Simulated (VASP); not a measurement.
Runs of VASP 6.6.1 on Ti. The structure is that of space group I4/mmm (No. 139), or close to it. The cells are those of the table. 

| level | cell | further INCAR settings | gap on the mesh (eV) | pressure (GPa) |
| --- | --- | --- | --- | --- |
| PBE | a = 2.889 Å, angles 101.5, 101.5, 126.9°, 1 atom | ALGO = Fast; EDIFF = 1e-07; NBANDS = 12 | none | 0.3 |
| PBE | a = 2.841 Å, angles 114.7, 114.7, 99.4°, 1 atom | ALGO = Fast; EDIFF = 1e-06; NBANDS = 12 | none | 0.4 |
| PBE | a = 2.835 Å, angles 105.4, 105.4, 118.0°, 1 atom | ALGO = Fast; EDIFF = 1e-07; NBANDS = 12 | none | -0.2 |
| PBE | a = 2.856 Å, angles 103.5, 103.5, 122.2°, 1 atom | ALGO = Fast; EDIFF = 1e-06; NBANDS = 12 | none | -0.2 |
| PBE+D3(BJ) | a = 2.889 Å, angles 101.5, 101.5, 126.9°, 1 atom | ALGO = Fast; EDIFF = 1e-06; NBANDS = 12 | none | (a) |

Alike in all rows: task single point; potentials or basis VASP PAW PBE potentials, release 64 (Ti_sv); no spin polarisation; k mesh 28 × 28 × 28; cutoff (eV) 520; smearing gaussian 0.15 eV.

Q: Estimate the missing entries.

A: (a) -5.5.

Caveats: the cell stands under tension (at least some runs).

A gap of «none» marks levels without a gap at the run's occupations.
